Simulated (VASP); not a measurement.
The system is BaO.

```
CELL_PARAMETERS angstrom
3.88909 0.00000 0.00000
1.94454 3.36805 0.00000
1.94454 1.12268 3.17543
ATOMIC_POSITIONS crystal
Ba 0.00000 0.00000 0.00000
O 0.50000 0.50000 0.50000
```

| Quantity | Value |
| --- | --- |
| Program | VASP 6.6.1 |
| Task | relaxation of cell and atoms |
| Functional | PBE |
| Dispersion | D3(BJ) |
| Potentials or basis | VASP PAW PBE potentials, release 64 (Ba_sv, O) |
| Cutoff | 600 eV |
| k mesh | 8 × 8 × 8 |
| Occupations | gaussian, width 0.01 eV |
| Spin | no spin polarisation |

At the start: pressure 3.0 GPa; volume 20.80 Å³/atom.

Question: Where does the relaxation end?

Answer: Over 3 steps the energy falls by 7.1 meV/atom and the volume is 21.59 Å³/atom (+3.8 %); space group Fm-3m (No. 225, to 0.05 Å).

The path:
```csv
step,energy change (eV),largest force (eV/Å),pressure (GPa),volume (Å³)
1,0.0000,0.0000,2.96,41.59
2,-0.0112,0.0000,-1.21,43.95
3,-0.0142,0.0000,0.00,43.18
```

Final structure:
```
Ba O
1.0
     3.93805    0.00000    0.00000
     1.96903    3.41046    0.00000
     1.96903    1.13682    3.21541
Ba O
1 1
Cartesian
  1.9690 1.1368 3.2154
  3.9381 2.2736 1.6077
```
